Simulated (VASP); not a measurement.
# BN (P6_3mc) in VASP: settings compared

The runs below take BN through single point, with PBEsol-based screened hybrid, PBE.

All numbers are computed with VASP 6.6.1; they aren't measurements. Logs are shortened: lines on timing, memory, paths and dates and some standing lists are left out, and cuts for length are marked.

## (1) The cell of the first run

It takes space group P6_3mc (No. 186, hexagonal). Conventional cell: a = 2.554 Å, b = 2.554 Å, c = 4.227 Å, α = 90.00°, β = 90.00°, γ = 120.00°. Within 2.1 Å of N (site symmetry 3m) lie 4 B at 1.57 to 1.58 Å. B (site symmetry 3m) has 4 N at 1.57 to 1.58 Å within 2.1 Å.

## (2) Single point, PBEsol-based screened hybrid

Contents of POSCAR:

```
BN
1.0
    2.5539396017      0.0000000000      0.0000000000
   -1.2769698009      2.2117765748      0.0000000000
    0.0000000000      0.0000000000      4.2268550000
N B
2 2
Direct
    0.3333333333      0.6666666667      0.1252760000
    0.6666666667      0.3333333333      0.6252760000
    0.3333333333      0.6666666667      0.4997240000
    0.6666666667      0.3333333333      0.9997240000
```

Contents of INCAR.step1:

```
SYSTEM = BN
  PREC = Accurate
  ENCUT = 520
  EDIFF = 1E-5
  ISMEAR = -1
  SIGMA = 0.05
  LREAL = .False.
  LASPH = .True.
  NELM = 60
  ALGO = Normal
  ISIF = 2
  LWAVE = .True.
  LCHARG = .False.
  GGA = PE
  NBANDS = 16
```

Contents of INCAR.step2:

```
SYSTEM = BN
  PREC = Accurate
  ENCUT = 520
  EDIFF = 1E-6
  ISMEAR = -1
  SIGMA = 0.05
  LREAL = .False.
  LASPH = .True.
  NELM = 60
  ALGO = Normal
  ISIF = 2
  LWAVE = .False.
  LCHARG = .False.
  GGA = PS
  LHFCALC = .True.
  AEXX = 0.25
  HFSCREEN = 0.207
  PRECFOCK = Normal
  ISTART = 1
  NBANDS = 16
```

Contents of KPOINTS:

```
Automatic mesh
0
Gamma
  6 6 3
  0 0 0
```

Potentials or basis: VASP PAW PBE potentials, release 64 (N, B).

Started as:

```sh
cat potpaw_PBE.64/N/POTCAR potpaw_PBE.64/B/POTCAR > POTCAR
cp INCAR.step1 INCAR
mpirun -np 1 vasp_std > vasp.out
cp INCAR.step2 INCAR
mpirun -np 1 vasp_std > vasp.out
```

OUTCAR:

```text
SYSTEM = BN
   PREC = Accurate
   ENCUT = 520
   EDIFF = 1E-6
   ISMEAR = -1
   LREAL = .False.
   LASPH = .True.
   NELM = 60
   ISIF = 2
   GGA = PS
   LHFCALC = .True.
   AEXX = 0.25
   HFSCREEN = 0.207
   PRECFOCK = Normal
   ISTART = 1

 ion  position               nearest neighbor table
   1  0.333  0.667  0.125-   4 1.57   4 1.57   4 1.57   3 1.58
   2  0.667  0.333  0.625-   3 1.57   3 1.57   3 1.57   4 1.58
   3  0.333  0.667  0.500-   2 1.57   2 1.57   2 1.57   1 1.58
   4  0.667  0.333  1.000-   1 1.57   1 1.57   1 1.57   2 1.58

  LATTYP: Found a hexagonal cell.
 ALAT       =     2.5539396017
 C/A-ratio  =     1.6550332659

  Lattice vectors:

 A1 = (   2.5539396017,   0.0000000000,   0.0000000000)
 A2 = (  -1.2769698009,   2.2117765748,   0.0000000000)
 A3 = (   0.0000000000,   0.0000000000,   4.2268550000)

Analysis of symmetry for initial positions (statically):
=====================================================================
 Subroutine PRICEL returns:
 Original cell was already a primitive cell.

 Routine SETGRP: Setting up the symmetry group for a
 hexagonal supercell.

 Subroutine GETGRP returns: Found 12 space group operations
 (whereof  6 operations were pure point group operations)
 out of a pool of 24 trial point group operations.

The static configuration has the point symmetry C_3v.
 The point group associated with its full space group is C_6v.

Analysis of symmetry for dynamics (positions and initial velocities):
=====================================================================
 Subroutine PRICEL returns:
 Original cell was already a primitive cell.

 Routine SETGRP: Setting up the symmetry group for a
 hexagonal supercell.

 Subroutine GETGRP returns: Found 12 space group operations
 (whereof  6 operations were pure point group operations)
 out of a pool of 24 trial point group operations.

The dynamic configuration has the point symmetry C_3v.
 The point group associated with its full space group is C_6v.

 Subroutine INISYM returns: Found 12 space group operations
 (whereof  6 operations are pure point group operations),
 and found     1 'primitive' translations

----------------------------------------------------------------------------------------

                                     Primitive cell

  volume of cell :      23.8764

  direct lattice vectors                    reciprocal lattice vectors
     2.553939602  0.000000000  0.000000000     0.391551938  0.226062617  0.000000000
    -1.276969801  2.211776575  0.000000000     0.000000000  0.452125233  0.000000000
     0.000000000  0.000000000  4.226855000     0.000000000  0.000000000  0.236582518

  length of vectors
     2.553939602  2.553939602  4.226855000     0.452125233  0.452125233  0.236582518

  position of ions in fractional coordinates (direct lattice)
     0.333333333  0.666666667  0.125276000
     0.666666667  0.333333333  0.625276000
     0.333333333  0.666666667  0.499724000
     0.666666667  0.333333333  0.999724000

  ion indices of the primitive-cell ions
   primitive index   ion index
                 1           1
                 2           2
                 3           3
                 4           4

----------------------------------------------------------------------------------------

 KPOINTS: Automatic mesh

Automatic generation of k-mesh.
 Grid dimensions read from file:
 generate k-points for:    6    6    3

 Generating k-lattice:

  Cartesian coordinates                     Fractional coordinates (reciprocal lattice)
     0.065258656  0.037677103  0.000000000     0.166666667  0.000000000  0.000000000
     0.000000000  0.075354206  0.000000000     0.000000000  0.166666667  0.000000000
     0.000000000  0.000000000  0.078860839     0.000000000  0.000000000  0.333333333

  Length of vectors
     0.075354206  0.075354206  0.078860839

  Shift w.r.t. Gamma in fractional coordinates (k-lattice)
     0.000000000  0.000000000  0.000000000

 Subroutine IBZKPT returns following result:
 ===========================================

 Found     14 irreducible k-points:

 Following reciprocal coordinates:
            Coordinates               Weight
  0.000000  0.000000  0.000000      1.000000
  0.166667  0.000000  0.000000      6.000000
  0.333333  0.000000  0.000000      6.000000
  0.500000  0.000000  0.000000      3.000000
  0.166667  0.166667  0.000000      6.000000
  0.333333  0.166667  0.000000     12.000000
  0.333333  0.333333  0.000000      2.000000
  0.000000  0.000000  0.333333      2.000000
  0.166667  0.000000  0.333333     12.000000
  0.333333  0.000000  0.333333     12.000000
  0.500000  0.000000  0.333333      6.000000
  0.166667  0.166667  0.333333     12.000000
  0.333333  0.166667  0.333333     24.000000
  0.333333  0.333333  0.333333      4.000000
   k-points           NKPTS =     14   k-points in BZ     NKDIM =    108   number of bands    NBANDS=     16
   number of dos      NEDOS =    301   number of ions     NIONS =      4
   total plane-waves  NPLWV =  12800
   dimension x,y,z NGX =    20 NGY =   20 NGZ =   32
   dimension x,y,z NGXF=    40 NGYF=   40 NGZF=   64
   ions per type =               2   2
   NGX,Y,Z   is equivalent  to a cutoff of  13.02, 13.02, 12.59 a.u.
   NGXF,Y,Z  is equivalent  to a cutoff of  26.04, 26.04, 25.17 a.u.
 SYSTEM =  BN
   PREC   = accura    normal or accurate (medium, high low for compatibility)
   ISTART =      1    job   : 0-new  1-cont  2-samecut
   ICHARG =      0    charge: 1-file 2-atom 10-const
   ISPIN  =      1    spin polarized calculation?
   LNONCOLLINEAR =      F non collinear calculations
   LSORBIT =      F    spin-orbit coupling
   LASPH  =      T    aspherical Exc in radial PAW
   ENCUT  =  520.0 eV  38.22 Ry    6.18 a.u.   4.75  4.75  7.86*2*pi/ulx,y,z
   NELM   =     60;   NELMIN=  2; NELMDL=  0     # of ELM steps
   EDIFF  = 0.1E-05   stopping-criterion for ELM
   LREAL  =      F    real-space projection
   EDIFFG = 0.1E-04   stopping-criterion for IOM
   NSW    =      0    number of steps for IOM
   IBRION =     -1    ionic relax: 0-MD 1-quasi-New 2-CG
   NFREE  =      0    steps in history (QN), initial steepest desc. (CG)
   ISIF   =      2    stress and relaxation
   ISYM   =      3    0-nonsym 1-usesym 2-fastsym
   POTIM  = 0.5000    time-step for ionic-motion
   TEBEG  =    0.0;   TEEND  =   0.0 temperature during run
   PSTRESS=    0.0 pullay stress
   NELECT =      16.0000    total number of electrons
   NUPDOWN=      -1.0000    fix difference up-down
   EMIN   =  10.00;   EMAX   =-10.00  energy-range for DOS
   EFERMI =   0.00;   METHOD = LEGACY
   ISMEAR =    -1;   SIGMA  =   0.05  broadening in eV -4-tet -1-fermi 0-gaus
   EFERMI_NEDOS =   21; number of points for ismear=-14 and -15
   IALGO  =     38    algorithm
   IMIX   =      1    mixing-type and parameters
     AMIX     =   0.40;   BMIX     =  1.00
     AMIX_MAG =   1.60;   BMIX_MAG =  1.00
  volume/ion in A,a.u.               =       5.97        40.28
  Fermi-wavevector in a.u.,A,eV,Ry     =   1.432600  2.707222 27.923836  2.052344
  Thomas-Fermi vector in A             =   2.552210
   LORBIT       =      0    0 simple, 1 ext, 2 COOP (PROOUT), +10 PAW based schemes
   GGA     = PS    functional components
   LHFCALC =     T    Hartree Fock is set to
   PRECFOCK=normal    Normal, Fast or Accurate (Low or Medium for compatibility)
   ENCUT4O =  -1.0   cutoff for four orbital integrals eV
   NKREDX  =     1    reduce k-point grid by
   NKREDY  =     1    reduce k-point grid by
   NKREDZ  =     1    reduce k-point grid by
   AEXX    =    0.2500 exact exchange contribution
   HFSCREEN=    0.2070 screening length (either q_TF or 0.3 A-1)
   HFSCREENC=   0.2070 screening length for correlation (either q_TF or 0.3 A-1)
   ENCUTFOCK=  -1.0 apply spherical cutoff to Coloumb kernel
   IVDW    =     0    specifies the selected vdW correction
   LEPSILON=     F    determine dielectric tensor
   LRPA    =     F    only Hartree local field effects (RPA)
 non-spin polarized calculation
  energy-cutoff  :      520.00
  volume of cell :       23.88
 maximum number of plane-waves:       660
 NGX is ok and might be reduce to    20
  NGX = 16; NGY = 16; NGZ = 24

 number of electron      16.0000000 magnetization

 Free energy of the ion-electron system (eV)
  ---------------------------------------------------
  ext. energy  EPLUGINS =         0.00000000
  ---------------------------------------------------
  free energy    TOTEN  =       -41.83026897 eV

  energy without entropy =      -41.83026897  energy(sigma->0) =      -41.83026897

 E-fermi :   7.5517     XC(G=0): -10.5498

 val. band max:        6.5512364502   @ k =   0.0000   0.0000   0.0000
 cond. band min:      12.9272733657   @ k =   0.3333   0.3333   0.0000
 fundamental gap:      6.3760369155
 Fermi energy:         7.5517015229

 k-point     1 :       0.0000    0.0000    0.0000
  band No.  band energies     occupation
      1     -15.6098      2.00000
      2     -11.1822      2.00000
      3      -5.2663      2.00000
      4       4.2739      2.00000
      5       4.2739      2.00000
      6       6.2741      2.00000
[... 8 lines left out ...]
     15      20.2831      0.00000
     16      24.8147      0.00000

 k-point     2 :       0.1667    0.0000    0.0000
  band No.  band energies     occupation
      1     -14.9663      2.00000
      2     -10.7010      2.00000
      3      -4.6178      2.00000
      4       1.7193      2.00000
      5       3.2599      2.00000
      6       4.3902      2.00000
[... 8 lines left out ...]
     15      21.9913      0.00000
     16      23.6480      0.00000

 k-point     3 :       0.3333    0.0000    0.0000
  band No.  band energies     occupation
      1     -13.1474      2.00000
      2      -9.6723      2.00000
      3      -2.8164      2.00000
      4      -2.3512      2.00000
      5       0.5298      2.00000
      6       1.7801      2.00000
[... 8 lines left out ...]
     15      24.4897      0.00000
     16      25.1512      0.00000

 k-point     4 :       0.5000    0.0000    0.0000
  band No.  band energies     occupation
      1     -11.2360      2.00000
      2      -9.8371      2.00000
      3      -3.7533      2.00000
      4      -1.9367      2.00000
      5      -0.9292      2.00000
      6       1.1881      2.00000
[... 8 lines left out ...]
     15      24.9379      0.00000
     16      26.6804      0.00000

 k-point     5 :       0.1667    0.1667    0.0000
  band No.  band energies     occupation
      1     -13.7278      2.00000
      2      -9.9055      2.00000
      3      -3.3778      2.00000
      4      -0.6109      2.00000
      5       0.4392      2.00000
      6       2.6013      2.00000
[... 8 lines left out ...]
     15      24.0550      0.00000
     16      24.2379      0.00000

 k-point     6 :       0.3333    0.1667    0.0000
  band No.  band energies     occupation
      1     -11.5899      2.00000
      2      -9.4060      2.00000
      3      -3.1269      2.00000
      4      -1.4876      2.00000
      5      -1.0819      2.00000
      6       0.0597      2.00000
[... 8 lines left out ...]
     15      24.4543      0.00000
     16      25.0199      0.00000
[... 77 lines left out ...]
 k-point    11 :       0.5000    0.0000    0.3333
  band No.  band energies     occupation
      1     -10.8291      2.00000
      2     -10.0761      2.00000
      3      -4.5293      2.00000
      4      -3.5525      2.00000
      5       1.4020      2.00000
      6       1.8045      2.00000
[... 8 lines left out ...]
     15      24.7394      0.00000
     16      26.0954      0.00000

 k-point    12 :       0.1667    0.1667    0.3333
  band No.  band energies     occupation
      1     -13.0750      2.00000
      2     -11.3212      2.00000
      3      -1.7076      2.00000
      4       0.2135      2.00000
      5       0.6976      2.00000
      6       1.8211      2.00000
[... 8 lines left out ...]
     15      23.3024      0.00000
     16      23.8217      0.00000

 k-point    13 :       0.3333    0.1667    0.3333
  band No.  band energies     occupation
      1     -11.0959      2.00000
      2      -9.9866      2.00000
      3      -3.6427      2.00000
      4      -2.5642      2.00000
      5      -0.1306      2.00000
      6       1.2702      2.00000
[... 8 lines left out ...]
     15      24.2764      0.00000
     16      25.3334      0.00000

 k-point    14 :       0.3333    0.3333    0.3333
  band No.  band energies     occupation
      1      -9.8201      2.00000
      2      -9.8201      2.00000
      3      -2.7565      2.00000
      4      -2.7565      2.00000
      5      -2.6236      2.00000
      6      -0.6930      2.00000
[... 8 lines left out ...]
     15      25.3132      0.00000
     16      25.3132      0.00000

------------------------ aborting loop because EDIFF is reached ----------------------------------------

  FORCE on cell =-STRESS in cart. coord.  units (eV):
  Direction    XX          YY          ZZ          XY          YZ          ZX
  --------------------------------------------------------------------------------------
  -------------------------------------------------------------------------------------
  Total       -1.7849910     -1.7849910     -1.9524818      0.0000000      0.0000000      0.0000000
  in kB     -119.7780937   -119.7780937   -131.0172091      0.0000000      0.0000000      0.0000000
  external PRESSURE =    -123.5244655 kB  Pullay stress =       0.0000000 kB

 VOLUME and BASIS-vectors are now :
 -----------------------------------------------------------------------------
  energy-cutoff  :      520.00
  volume of cell :       23.88
      direct lattice vectors                 reciprocal lattice vectors
     2.553939602  0.000000000  0.000000000     0.391551938  0.226062617  0.000000000
    -1.276969801  2.211776575  0.000000000     0.000000000  0.452125233  0.000000000
     0.000000000  0.000000000  4.226855000     0.000000000  0.000000000  0.236582518

 POSITION                                       TOTAL-FORCE (eV/Angst)
 -----------------------------------------------------------------------------------
     -0.00000      1.47452      0.52952         0.000000      0.000000     -0.033986
      1.27697      0.73726      2.64295        -0.000000     -0.000000     -0.033986
     -0.00000      1.47452      2.11226        -0.000000      0.000000      0.033986
      1.27697      0.73726      4.22569         0.000000     -0.000000      0.033986
 -----------------------------------------------------------------------------------
    total drift:                                0.000000      0.000000      0.000083

  FREE ENERGIE OF THE ION-ELECTRON SYSTEM (eV)
  ---------------------------------------------------
  free  energy   TOTEN  =       -41.8302689725 eV

  energy  without entropy=      -41.8302689724  energy(sigma->0) =      -41.83026897
```

Run time: 4.5 min. Hardware: 1 thread of AMD EPYC 9R45 (Zen 5), shared host; peak memory 0.2 GiB.

What came out:

```
Free energy            : -41.8303 eV
Pressure               : -12.4 GPa
Largest force          : 0.034 eV/Å
Band gap on the k mesh : 6.38 eV, indirect (least direct gap 9.82 eV)
```

Forces on the atoms (eV/Å):
```
N    0.000  0.000 -0.034
N    0.000  0.000 -0.034
B    0.000  0.000  0.034
B    0.000  0.000  0.034
```

Stress tensor (GPa, compression positive):
```
-11.98   0.00   0.00
  0.00 -11.98   0.00
  0.00   0.00 -13.10
```

Caveat: the k points lie up to 0.50 Å⁻¹ apart; the PAW data sets were made with another functional, which shifts forces and pressure a little. A k mesh can miss the band edges.

## (3) Single point, PBE

Contents of INCAR:

```
ALGO = Normal
EDIFF = 1E-7
ENCUT = 520
GGA = PE
ISIF = 2
ISMEAR = 0
LASPH = True
LCHARG = False
LREAL = False
LWAVE = False
NBANDS = 16
NELM = 80
PREC = Accurate
SIGMA = 0.03
```

Contents of KPOINTS:

```
k-points
0
Gamma
  12 12 6
```

POSCAR is that of step 2.

Potentials or basis: VASP PAW PBE potentials, release 64 (N, B).

Started as:

```sh
cat potpaw_PBE.64/N/POTCAR potpaw_PBE.64/B/POTCAR > POTCAR
mpirun -np 1 vasp_std > vasp.out
```

It took 16 s on 1 thread of Intel Xeon 6975P-C, shared host; peak memory 0.14 GiB.

Results (log left out):

```yaml
Free_energy: -34.8327 eV
Pressure: 0.2 GPa
Largest_force: 0.014 eV/Å
Band_gap_on_the_k_mesh: 5.20 eV, indirect (least direct gap 8.23 eV)
```

Forces on the atoms (eV/Å):
```
N    0.000  0.000 -0.014
N    0.000  0.000 -0.014
B    0.000  0.000  0.014
B    0.000  0.000  0.014
```

Stress tensor (GPa, compression positive):
```
 0.45  0.00  0.00
 0.00  0.45  0.00
 0.00  0.00 -0.32
```

Levels at points of the mesh, in eV from the valence-band top:
| k point | band 5 | band 6 | band 7 | band 8 | band 9 | band 10 | band 11 | band 12 |
| --- | --- | --- | --- | --- | --- | --- | --- | --- |
| (0.00, 0.00, 0.00) | -2.10 | -0.28 | 0.00 | 0.00 | 8.33 | 8.33 | 8.53 | 9.42 |
| (0.50, 0.00, 0.00) | -6.86 | -4.93 | -4.37 | -2.09 | 6.68 | 7.93 | 10.55 | 11.39 |
| (0.00, 0.00, 0.50) | -1.16 | -1.16 | -1.16 | -1.16 | 9.41 | 9.41 | 9.88 | 9.88 |
| (0.50, 0.00, 0.50) | -3.73 | -3.73 | -3.55 | -3.55 | 6.55 | 6.55 | 9.97 | 9.97 |

A k mesh can miss the band edges.

## (4) Single point, PBE

Contents of INCAR:

```
PREC = Accurate ; ENCUT = 520
EDIFF = 1E-6 ; ISMEAR = 0
SIGMA = 0.012 ; LREAL = F
LASPH = T ; NELM = 80
ALGO = Normal ; ISIF = 2
LWAVE = F ; LCHARG = F
GGA = PE ; NBANDS = 16
```

Contents of KPOINTS:

```
regular mesh
0
Gamma
  12 12 6
```

POSCAR is that of step 3.

Started as:

```sh
cat potpaw_PBE.64/N/POTCAR potpaw_PBE.64/B/POTCAR > POTCAR
mpirun -np 1 vasp_std > vasp.out
```

It took 15 s on 1 thread of Intel Xeon 6975P-C, shared host; peak memory 0.14 GiB.

Results (log left out):

```
Free energy            : -34.8327 eV
Pressure               : 0.2 GPa
Largest force          : 0.014 eV/Å
Band gap on the k mesh : 5.20 eV, indirect (least direct gap 8.23 eV)
```

Forces in eV/Å, atoms in the order of the input:
```
N    0.000  0.000 -0.014
N    0.000  0.000 -0.014
B    0.000  0.000  0.014
B    0.000  0.000  0.014
```

Stress tensor (GPa, compression positive):
```
 0.45  0.00  0.00
 0.00  0.45  0.00
 0.00  0.00 -0.32
```

Levels at points of the mesh, in eV from the valence-band top:
| k point | band 4 | band 5 | band 6 | band 7 | band 8 | band 9 | band 10 | band 11 | band 12 | band 13 |
| --- | --- | --- | --- | --- | --- | --- | --- | --- | --- | --- |
| (0.00, 0.00, 0.00) | -2.10 | -2.10 | -0.28 | 0.00 | 0.00 | 8.33 | 8.33 | 8.53 | 9.42 | 10.63 |
| (0.50, 0.00, 0.00) | -7.75 | -6.86 | -4.93 | -4.37 | -2.09 | 6.68 | 7.93 | 10.55 | 11.39 | 12.79 |
| (0.00, 0.00, 0.50) | -5.68 | -1.16 | -1.16 | -1.16 | -1.16 | 9.41 | 9.41 | 9.88 | 9.88 | 9.88 |
| (0.50, 0.00, 0.50) | -9.94 | -3.73 | -3.73 | -3.55 | -3.55 | 6.55 | 6.55 | 9.97 | 9.97 | 14.17 |

## (5) The runs side by side

| level | k mesh | smearing | grid for exact exchange (PRECFOCK) | share of exact exchange | screening parameter | gap on the mesh (eV) | pressure (GPa) | largest force (eV/Å) |
| --- | --- | --- | --- | --- | --- | --- | --- | --- |
| PBEsol-based screened hybrid | 6 × 6 × 3 | fermi-dirac 0.05 eV | Normal | 0.25 | 0.207 1/Å | 6.38 | -12.4 | 0.03 |
| PBE | 12 × 12 × 6 | gaussian 0.03 eV | - | - | - | 5.20 | 0.2 | 0.01 |
| PBE | 12 × 12 × 6 | gaussian 0.012 eV | - | - | - | 5.20 | 0.2 | 0.01 |

Alike in all rows: task single point; potentials or basis VASP PAW PBE potentials, release 64 (N, B); no spin polarisation; cell as given; cutoff (eV) 520.

Caveats: some runs use coarse meshes; the PAW data sets were made with another functional, which shifts forces and pressure a little (some runs).

Absolute energies hang on the potentials; compare differences alone.
